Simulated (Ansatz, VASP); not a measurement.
# Two plane-wave programs on BP

INCAR

```
SYSTEM = BP
ALGO = Normal
EDIFF = 1E-6
ENCUT = 500
GGA = PE
GGA_COMPAT = .False.
ISIF = 2
ISMEAR = 0
LASPH = .True.
LCHARG = .False.
LREAL = .False.
LWAVE = .False.
NBANDS = 11
NELM = 120
PREC = Accurate
SIGMA = 0.01
```

Contents of KPOINTS:

```
k-points
0
Gamma
  8 8 8
  0 0 0
```

The input POSCAR:

```
BP
1.0
    0.0000000000      2.2967370642      2.2967370642
    2.2967370642      0.0000000000      2.2967370642
    2.2967370642      2.2967370642      0.0000000000
B P
1 1
Direct
    0.0000000000      0.0000000000      0.0000000000
    0.2500000000      0.2500000000      0.2500000000
```

Input for Ansatz:

```yaml
crystal:
  lattice:
    - [0.0, 2.2967370642, 2.2967370642]
    - [2.2967370642, 0.0, 2.2967370642]
    - [2.2967370642, 2.2967370642, 0.0]
  atoms:
    - { symbol: B, position: [0.0, 0.0, 0.0] }
    - { symbol: P, position: [0.25, 0.25, 0.25] }
kpoints:
  mp_grid: { grid: [8, 8, 8] }
hamiltonian:
  xc: pbe
scf:
  occupations: { method: fixed }
  n_extra_bands: 4
output:
  forces: true
  stress: true
  eigenvalues: true
```

Alike in both runs: task single point; functional PBE; k mesh 8 × 8 × 8; no spin polarisation.

|  | VASP | Ansatz |
| --- | --- | --- |
| version | VASP 6.6.1 | Ansatz 0.2.0 |
| potentials or method | VASP PAW PBE potentials, release 64 (B, P) | plane waves, PAW |
| plane-wave cutoff (eV) | 500 | 420 |
| occupations | gaussian, width 0.01 eV | fixed |
| valence electrons in the cell | 8 | 8 |

Ansatz gave:

```
gap on the k mesh at the Fermi level (eV) : 1.32
pressure (GPa)                            : -4.5
```

Q: Which values does VASP return?

A: gap on the k mesh at the Fermi level (eV): 1.31; pressure (GPa): -4.7.
